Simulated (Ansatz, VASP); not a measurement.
## Mg2Si in VASP and in Ansatz

```xyz
3
Lattice="0.0000 3.1499 3.1499 3.1499 0.0000 3.1499 3.1499 3.1499 0.0000" Properties=species:S:1:pos:R:3 pbc="T T T"
Mg    1.5749    1.5749    1.5749
Mg    4.7248    4.7248    4.7248
Si    0.0000    0.0000    0.0000
```

Alike in both runs: task single point; functional PBE; k mesh 6 × 6 × 6; no spin polarisation.

|  | VASP | Ansatz |
| --- | --- | --- |
| version | VASP 6.6.1 | Ansatz 0.2.0 |
| potentials or method | VASP PAW PBE potentials, release 64 (Mg, Si) | plane waves, PAW |
| plane-wave cutoff (eV) | 600 | 420 |
| occupations | gaussian, width 0.01 eV | fixed |
| valence electrons in the cell | 8 | 24 |

|  | VASP | Ansatz | Ansatz less VASP |
| --- | --- | --- | --- |
| gap on the k mesh at the Fermi level (eV) | 0.17 | 0.17 | +0.002 |
| pressure (GPa) | 1.6 | 1.8 | +0.12 |

VASP's potentials hold 8 valence electrons a cell and Ansatz's 24, so a difference there can come from the potentials and not from the codes.
